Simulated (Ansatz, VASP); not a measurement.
## One calculation of Be, two programs

Contents of INCAR:

```
SYSTEM = Be
  PREC = Accurate
  ENCUT = 600
  EDIFF = 1E-6
  ISMEAR = -1
  SIGMA = 0.05
  LREAL = .FALSE.
  LASPH = .TRUE.
  NELM = 80
  ALGO = Normal
  ISIF = 3
  LWAVE = .FALSE.
  LCHARG = .FALSE.
  GGA = PE
  IBRION = 2
  NSW = 60
  EDIFFG = -0.005
```

The input KPOINTS:

```
regular mesh
0
G
  20 20 18
  0 0 0
```

File POSCAR:

```
Be
1.0
    2.1619738956      0.0000000000      0.0000000000
   -1.0809869478      1.8723243159      0.0000000000
    0.0000000000      0.0000000000      2.0322554619
Be
1
Direct
    0.0000000000      0.0000000000      0.0000000000
```

Input for Ansatz:

```yaml
crystal:
  lattice:
    - [2.1619738956, 0.0, 0.0]
    - [-1.0809869478, 1.8723243159, 0.0]
    - [0.0, 0.0, 2.0322554619]
  atoms:
    - { symbol: Be, position: [0.0, 0.0, 0.0] }
kpoints:
  mp_grid: { grid: [20, 20, 18] }
scf:
  occupations: { method: fermi_dirac, width: 0.05 }
hamiltonian:
  xc: pbe
  pseudopotentials: { kind: paw }
output:
  forces: true
  stress: true
relax:
  f_tol: 0.005
  max_steps: 40
  cell: {}
```

Alike in both runs: task relaxation of cell and atoms; functional PBE; k mesh 20 × 20 × 18; occupations fermi-dirac, width 0.05 eV; no spin polarisation.

|  | VASP | Ansatz |
| --- | --- | --- |
| version | VASP 6.6.1 | Ansatz 0.2.0 |
| potentials or method | VASP PAW PBE potentials, release 64 (Be) | PAW with Ansatz's default frozen-core files, scalar-relativistic |
| plane-wave cutoff (eV) | 600 | 420 |
| valence electrons in the cell | 2 | 2 |

```csv
,VASP,Ansatz,Ansatz less VASP
relaxed volume (Å³/atom),9.82,9.80,-0.017
relaxed cell length with the largest relative difference (Å),2.145,2.143,-0.0015
```

Noted on VASP's run: the volume moved by over 15 % at a fixed basis, so the end points are rough.
